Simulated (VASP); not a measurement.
# Ta7C8 (a cell with a defect) in VASP: a series of runs

Runs on Ta7C8 (a cell with a defect). Level: PBE. Tasks: single point.

Everything below comes from runs of VASP 6.6.1. Logs are shortened: lines on timing, memory, paths and dates and some standing lists are left out, and cuts for length are marked.

**1. The cell of the first run**

The cell holds a defect, 15 atoms: a = 6.261 Å, b = 6.261 Å, c = 6.261 Å, α = 60.00°, β = 60.00°, γ = 60.00°.

**2. Single point, PBE**

File INCAR:

```
ALGO = Normal
EDIFF = 1E-6
ENCUT = 520
GGA = PE
ISIF = 2
ISMEAR = -1
LASPH = True
LCHARG = False
LREAL = Auto
LWAVE = False
NBANDS = 68
NELM = 60
PREC = Accurate
SIGMA = 0.1
```

File KPOINTS:

```
k-points
0
Gamma
  3 3 3
```

File POSCAR:

```
Ta7C8
1.0
    0.0000000000      4.4273600000      4.4273600000
    4.4273600000      0.0000000000      4.4273600000
    4.4273600000      4.4273600000      0.0000000000
Ta C
7 8
Direct
   -0.0009398377      0.0011047215     -0.0005158831
   -0.0009844467      0.0011834366      0.4994424443
   -0.0010443018      0.5012376450     -0.0005681716
   -0.0010201339      0.5011314869      0.4995160773
    0.4989759134      0.0011966499      0.4995193524
    0.4990105842      0.5010732129     -0.0004986041
    0.4990097936      0.5011783546      0.4994486556
    0.2465600267      0.2535996621      0.2519219128
    0.2465644312      0.2536729563      0.7470877679
    0.2466164938      0.7487053233      0.2518799013
    0.2490075350      0.7511261790      0.7494549799
    0.7489956769      0.2512078304      0.2494460581
    0.7515085740      0.2535436468      0.7470492573
    0.7514800016      0.7486988860      0.2519563577
    0.7513999313      0.7487367189      0.7470248636
```

Potentials or basis: VASP PAW PBE potentials, release 64 (Ta_pv, C).

Started as:

```console
$ cat potpaw_PBE.64/Ta_pv/POTCAR potpaw_PBE.64/C/POTCAR > POTCAR
$ mpirun -np 1 vasp_std > vasp.out
```

OUTCAR:

```text
EDIFF = 1E-6
   ENCUT = 520
   GGA = PE
   ISIF = 2
   ISMEAR = -1
   LASPH = True
   LREAL = Auto
   NELM = 60
   PREC = Accurate

 ion  position               nearest neighbor table
   1  0.999  0.001  0.999-  10 2.21  11 2.21  14 2.21  13 2.21  12 2.21   9 2.21   5 3.13   3 3.13
                             2 3.13   6 3.13   4 3.13   4 3.13   6 3.13   2 3.13   3 3.13   5 3.13
   2  0.999  0.001  0.499-   8 2.21  13 2.21  11 2.21  12 2.21  10 2.21  15 2.21   4 3.13   3 3.13
                             1 3.13   5 3.13   7 3.13   7 3.13   5 3.13   1 3.13   3 3.13   4 3.13
   3  0.999  0.501  0.999-   9 2.21  11 2.21  15 2.21  12 2.21  14 2.21   8 2.21   1 3.13   4 3.13
                             2 3.13   7 3.13   6 3.13   6 3.13   7 3.13   2 3.13   4 3.13   1 3.13
   4  0.999  0.501  0.500-  13 2.19  14 2.19  15 2.19   8 2.19   9 2.19  10 2.19   3 3.13   5 3.13
                             2 3.13   6 3.13   7 3.13   1 3.13   1 3.13   7 3.13   6 3.13   2 3.13
   5  0.499  0.001  0.500-  15 2.21  12 2.21   8 2.21  11 2.21   9 2.21  14 2.21   1 3.13   6 3.13
                             7 3.13   4 3.13   2 3.13   2 3.13   4 3.13   7 3.13   6 3.13   1 3.13
   6  0.499  0.501  1.000-  12 2.21   8 2.21  13 2.21  10 2.21  11 2.21  15 2.21   5 3.13   4 3.13
                             1 3.13   3 3.13   7 3.13   7 3.13   3 3.13   1 3.13   4 3.13   5 3.13
   7  0.499  0.501  0.499-  11 2.21  12 2.21   9 2.21  10 2.21  14 2.21  13 2.21   5 3.13   4 3.13
                             3 3.13   6 3.13   2 3.13   2 3.13   6 3.13   3 3.13   4 3.13   5 3.13
   8  0.247  0.254  0.252-   4 2.19   6 2.21   2 2.21   5 2.21   3 2.21
   9  0.247  0.254  0.747-   4 2.19   3 2.21   7 2.21   5 2.21   1 2.21
  10  0.247  0.749  0.252-   4 2.19   1 2.21   7 2.21   6 2.21   2 2.21
  11  0.249  0.751  0.749-   3 2.21   7 2.21   2 2.21   1 2.21   5 2.21   6 2.21
  12  0.749  0.251  0.249-   6 2.21   7 2.21   3 2.21   2 2.21   5 2.21   1 2.21
  13  0.752  0.254  0.747-   4 2.19   2 2.21   6 2.21   1 2.21   7 2.21
  14  0.751  0.749  0.252-   4 2.19   1 2.21   3 2.21   7 2.21   5 2.21
  15  0.751  0.749  0.747-   4 2.19   5 2.21   3 2.21   6 2.21   2 2.21

  LATTYP: Found a face centered cubic cell.
 ALAT       =     8.8547200000

  Lattice vectors:

 A1 = (   0.0000000000,   4.4273600000,   4.4273600000)
 A2 = (   4.4273600000,   0.0000000000,   4.4273600000)
 A3 = (   4.4273600000,   4.4273600000,   0.0000000000)

Analysis of symmetry for initial positions (statically):
=====================================================================
 Subroutine PRICEL returns:
 Original cell was already a primitive cell.

 Routine SETGRP: Setting up the symmetry group for a
 face centered cubic supercell.

 Subroutine GETGRP returns: Found  1 space group operations
 (whereof  1 operations were pure point group operations)
 out of a pool of 48 trial point group operations.

The static configuration has the point symmetry C_1 .

Analysis of symmetry for dynamics (positions and initial velocities):
=====================================================================
 Subroutine PRICEL returns:
 Original cell was already a primitive cell.

 Routine SETGRP: Setting up the symmetry group for a
 face centered cubic supercell.

 Subroutine GETGRP returns: Found  1 space group operations
 (whereof  1 operations were pure point group operations)
 out of a pool of 48 trial point group operations.

The dynamic configuration has the point symmetry C_1 .

 Subroutine INISYM returns: Found  1 space group operations
 (whereof  1 operations are pure point group operations),
 and found     1 'primitive' translations

----------------------------------------------------------------------------------------

                                     Primitive cell

  volume of cell :     173.5659

  direct lattice vectors                    reciprocal lattice vectors
     0.000000000  4.427360000  4.427360000    -0.112934119  0.112934119  0.112934119
     4.427360000  0.000000000  4.427360000     0.112934119 -0.112934119  0.112934119
     4.427360000  4.427360000  0.000000000     0.112934119  0.112934119 -0.112934119

  length of vectors
     6.261232558  6.261232558  6.261232558     0.195607632  0.195607632  0.195607632

  position of ions in fractional coordinates (direct lattice)
     0.999060162  0.001104721  0.999484117
     0.999015553  0.001183437  0.499442444
     0.998955698  0.501237645  0.999431828
[... 54 lines left out ...]

 Found     14 irreducible k-points:

 Following reciprocal coordinates:
            Coordinates               Weight
  0.000000  0.000000  0.000000      1.000000
  0.333333  0.000000  0.000000      2.000000
  0.000000  0.333333  0.000000      2.000000
  0.000000  0.000000  0.333333      2.000000
  0.333333  0.333333  0.333333      2.000000
  0.333333  0.333333  0.000000      2.000000
  0.000000  0.333333  0.333333      2.000000
  0.333333  0.000000  0.333333      2.000000
 -0.333333  0.333333  0.000000      2.000000
  0.000000 -0.333333  0.333333      2.000000
  0.333333  0.000000 -0.333333      2.000000
  0.333333  0.333333 -0.333333      2.000000
 -0.333333  0.333333 -0.333333      2.000000
  0.333333 -0.333333 -0.333333      2.000000
   k-points           NKPTS =     14   k-points in BZ     NKDIM =     14   number of bands    NBANDS=     68
   number of dos      NEDOS =    301   number of ions     NIONS =     15
   total plane-waves  NPLWV = 110592
   dimension x,y,z NGX =    48 NGY =   48 NGZ =   48
   dimension x,y,z NGXF=    96 NGYF=   96 NGZF=   96
   ions per type =               7   8
   NGX,Y,Z   is equivalent  to a cutoff of  12.74, 12.74, 12.74 a.u.
   NGXF,Y,Z  is equivalent  to a cutoff of  25.49, 25.49, 25.49 a.u.
 SYSTEM =  unknown system
   PREC   = accura    normal or accurate (medium, high low for compatibility)
   ISTART =      0    job   : 0-new  1-cont  2-samecut
   ICHARG =      2    charge: 1-file 2-atom 10-const
   ISPIN  =      1    spin polarized calculation?
   LNONCOLLINEAR =      F non collinear calculations
   LSORBIT =      F    spin-orbit coupling
   LASPH  =      T    aspherical Exc in radial PAW
   ENCUT  =  520.0 eV  38.22 Ry    6.18 a.u.  11.64 11.64 11.64*2*pi/ulx,y,z
   NELM   =     60;   NELMIN=  2; NELMDL= -5     # of ELM steps
   EDIFF  = 0.1E-05   stopping-criterion for ELM
   LREAL  =      T    real-space projection
   EDIFFG = 0.1E-04   stopping-criterion for IOM
   NSW    =      0    number of steps for IOM
   IBRION =     -1    ionic relax: 0-MD 1-quasi-New 2-CG
   NFREE  =      0    steps in history (QN), initial steepest desc. (CG)
   ISIF   =      2    stress and relaxation
   ISYM   =      2    0-nonsym 1-usesym 2-fastsym
   POTIM  = 0.5000    time-step for ionic-motion
   TEBEG  =    0.0;   TEEND  =   0.0 temperature during run
   PSTRESS=    0.0 pullay stress
   NELECT =     109.0000    total number of electrons
   NUPDOWN=      -1.0000    fix difference up-down
   EMIN   =  10.00;   EMAX   =-10.00  energy-range for DOS
   EFERMI =   0.00;   METHOD = LEGACY
   ISMEAR =    -1;   SIGMA  =   0.10  broadening in eV -4-tet -1-fermi 0-gaus
   EFERMI_NEDOS =   21; number of points for ismear=-14 and -15
   IALGO  =     38    algorithm
   IMIX   =      4    mixing-type and parameters
     AMIX     =   0.40;   BMIX     =  1.00
     AMIX_MAG =   1.60;   BMIX_MAG =  1.00
  volume/ion in A,a.u.               =      11.57        78.09
  Fermi-wavevector in a.u.,A,eV,Ry     =   1.401938  2.649279 26.741303  1.965430
  Thomas-Fermi vector in A             =   2.524750
   LORBIT       =      0    0 simple, 1 ext, 2 COOP (PROOUT), +10 PAW based schemes
   GGA     = PE    functional components
   LHFCALC =     F    Hartree Fock is set to
   AEXX    =    0.0000 exact exchange contribution
   IVDW    =     0    specifies the selected vdW correction
   LEPSILON=     F    determine dielectric tensor
   LRPA    =     F    only Hartree local field effects (RPA)
 non-spin polarized calculation
  energy-cutoff  :      520.00
  volume of cell :      173.57
 maximum number of plane-waves:      4693
 NGX is ok and might be reduce to    48
   NGX = 23   NGY = 23   NGZ = 23

 number of electron     109.0000011 magnetization

 Free energy of the ion-electron system (eV)
  ---------------------------------------------------
  ext. energy  EPLUGINS =         0.00000000
  ---------------------------------------------------
  free energy    TOTEN  =      -161.57332632 eV

  energy without entropy =     -161.42108235  energy(sigma->0) =     -161.49720434

 E-fermi :   6.6023     XC(G=0): -12.6567

 val. band max:        6.5082685612   @ k =   0.0000   0.3333   0.0000
 cond. band min:       6.9463535071   @ k =   0.0000   0.0000   0.0000
 fundamental gap:      0.4380849458
 Fermi energy:         6.6022897884

 k-point     1 :       0.0000    0.0000    0.0000
  band No.  band energies     occupation
      1     -28.5747      2.00000
      2     -28.4484      2.00000
      3     -28.4484      2.00000
      4     -28.4483      2.00000
      5     -28.2513      2.00000
      6     -28.2513      2.00000
[... 955 lines left out ...]
     65      10.0565      0.00000
     66      10.4050      0.00000
 [bands above 66 left out]

------------------------ aborting loop because EDIFF is reached ----------------------------------------

  FORCE on cell =-STRESS in cart. coord.  units (eV):
  Direction    XX          YY          ZZ          XY          YZ          ZX
  --------------------------------------------------------------------------------------
  -------------------------------------------------------------------------------------
  Total        5.2533051      5.2618644      5.2496995     -0.0016071     -0.0013014      0.0010604
  in kB       48.4929607     48.5719713     48.4596772     -0.0148351     -0.0120129      0.0097885
  external PRESSURE =      48.5082031 kB  Pullay stress =       0.0000000 kB

 VOLUME and BASIS-vectors are now :
 -----------------------------------------------------------------------------
  energy-cutoff  :      520.00
  volume of cell :      173.57
      direct lattice vectors                 reciprocal lattice vectors
     0.000000000  4.427360000  4.427360000    -0.112934119  0.112934119  0.112934119
     4.427360000  0.000000000  4.427360000     0.112934119 -0.112934119  0.112934119
     4.427360000  4.427360000  0.000000000     0.112934119  0.112934119 -0.112934119

 POSITION                                       TOTAL-FORCE (eV/Angst)
 -----------------------------------------------------------------------------------
      4.42997      8.84827      4.42809         0.004294     -0.000318      0.000498
      2.21645      6.63421      4.42824         0.000331     -0.000542     -0.000117
      6.64400      8.84758      6.64190        -0.000216      0.001784     -0.001536
      4.43023      6.63438      6.64153         0.000565     -0.001717      0.004458
      2.21685      4.42070      2.21444        -0.003404      0.000870     -0.000300
      6.64358      6.63445      4.42773         0.003085     -0.002505      0.002628
      4.43014      4.42053      4.42819         0.002351     -0.001291     -0.000626
      2.23813      2.20696      2.21439        -0.009449     -0.000290      0.000223
      4.43073      4.39926      2.21473        -0.005940      0.007785     -0.004337
      4.42995      2.20702      4.40665         0.002592     -0.000667      0.010068
      6.64361      4.42055      4.42795        -0.000015      0.006839      0.002174
      2.21657      4.42046      4.42826        -0.008437      0.008174     -0.004938
      4.42998      6.63465      4.44973         0.000922     -0.004450     -0.009803
      4.43026      4.44257      6.64183         0.000565     -0.016205      0.000065
      6.62227      6.63407      6.64164         0.012755      0.002534      0.001544
 -----------------------------------------------------------------------------------
    total drift:                               -0.018371      0.032222     -0.002954

  FREE ENERGIE OF THE ION-ELECTRON SYSTEM (eV)
  ---------------------------------------------------
  free  energy   TOTEN  =      -161.5733263213 eV

  energy  without entropy=     -161.4210823506  energy(sigma->0) =     -161.49720434
```

Wall time 4.8 min (1 thread of Intel Xeon Platinum 8488C (Sapphire Rapids), shared host); peak memory 0.37 GiB.

What came out:

* Free energy: -161.5733 eV
* Pressure: 4.9 GPa
* Largest force: 0.016 eV/Å

Forces on the atoms (eV/Å):
```
Ta   0.004  0.000  0.000
Ta   0.000 -0.001  0.000
Ta   0.000  0.002 -0.002
Ta   0.001 -0.002  0.004
Ta  -0.003  0.001  0.000
Ta   0.003 -0.003  0.003
Ta   0.002 -0.001 -0.001
C   -0.009  0.000  0.000
C   -0.006  0.008 -0.004
C    0.003 -0.001  0.010
C    0.000  0.007  0.002
C   -0.008  0.008 -0.005
C    0.001 -0.004 -0.010
C    0.001 -0.016  0.000
C    0.013  0.003  0.002
```

Levels at points of the mesh, in eV from the Fermi level:
| k point | band 50 | band 51 | band 52 | band 53 | band 54 | band 55 | band 56 | band 57 | band 58 | band 59 |
| --- | --- | --- | --- | --- | --- | --- | --- | --- | --- | --- |
| (0.00, 0.00, 0.00) | -0.72 | -0.49 | -0.49 | -0.49 | 0.34 | 0.34 | 0.34 | 0.87 | 0.87 | 0.87 |

Caveat: the k points lie up to 0.41 Å⁻¹ apart; spin-orbit coupling is left out, which moves the levels of the heavy elements.

**3. Single point, PBE**

File INCAR:

```
SYSTEM = Ta7C8
PREC = Accurate
ENCUT = 520
EDIFF = 1E-6
ISMEAR = -1
SIGMA = 0.1
LREAL = Auto
LASPH = .TRUE.
NELM = 60
ALGO = Normal
ISIF = 2
LWAVE = .FALSE.
LCHARG = .FALSE.
GGA = PE
NBANDS = 68
```

File KPOINTS:

```
regular mesh
0
G
  3 3 3
  0 0 0
```

File POSCAR:

```
Ta7C8
1.0
    0.0000000000      4.4273600000      4.4273600000
    4.4273600000      0.0000000000      4.4273600000
    4.4273600000      4.4273600000      0.0000000000
Ta C
7 8
Direct
   -0.5008300658      0.0011119493     -0.0007507860
   -0.0008317598      0.0011070932      0.4992430026
   -0.0008254355      0.5011104812     -0.0007536094
   -0.0008262260      0.5011008818      0.4992535055
    0.4991675626      0.0011057380      0.4992488752
    0.4991749033      0.5011040439     -0.0007379115
    0.4991799854      0.5011041569      0.4992515856
    0.2491762585      0.2511042698      0.2492501175
    0.2516676981      0.2536006785      0.7467620659
    0.2516717638      0.7486069576      0.2517444933
    0.2516697309      0.7486119267      0.7467537088
    0.7466778170      0.2536024855      0.2517460744
    0.7466816568      0.2535972905      0.7467546122
    0.7466801886      0.7486113621      0.2517470908
    0.7491760327      0.7511026887      0.7492496657
```

Potentials or basis: VASP PAW PBE potentials, release 64 (Ta_pv, C).

Started as:

```console
$ cat potpaw_PBE.64/Ta_pv/POTCAR potpaw_PBE.64/C/POTCAR > POTCAR
$ mpirun -np 1 vasp_std > vasp.out
```

Run time: 5 min. Hardware: 1 thread of Intel Xeon Platinum 8488C (Sapphire Rapids), shared host; peak memory 0.38 GiB.

Results (log left out):

```yaml
Free_energy: -161.5733 eV
Pressure: 4.9 GPa
Largest_force: 0.021 eV/Å
```

Forces on the atoms (eV/Å):
```
Ta   0.000 -0.001  0.000
Ta   0.001  0.000  0.000
Ta   0.001 -0.001  0.000
Ta   0.001 -0.001  0.000
Ta   0.001  0.000  0.000
Ta   0.000 -0.002  0.000
Ta   0.001 -0.001  0.000
C   -0.002  0.006 -0.001
C    0.001 -0.001 -0.019
C   -0.001 -0.021 -0.001
C    0.020  0.000  0.000
C   -0.019  0.000  0.000
C    0.000  0.016  0.000
C   -0.001 -0.001  0.020
C   -0.002  0.006 -0.001
```

Levels at points of the mesh, in eV from the Fermi level:
```
           k point  band 50  band 51  band 52  band 53  band 54  band 55  band 56  band 57  band 58  band 59
(0.00, 0.00, 0.00)    -0.72    -0.49    -0.49    -0.49     0.34     0.34     0.34     0.87     0.87     0.87
```

Caveat: the k points lie up to 0.41 Å⁻¹ apart; spin-orbit coupling is left out, which moves the levels of the heavy elements.
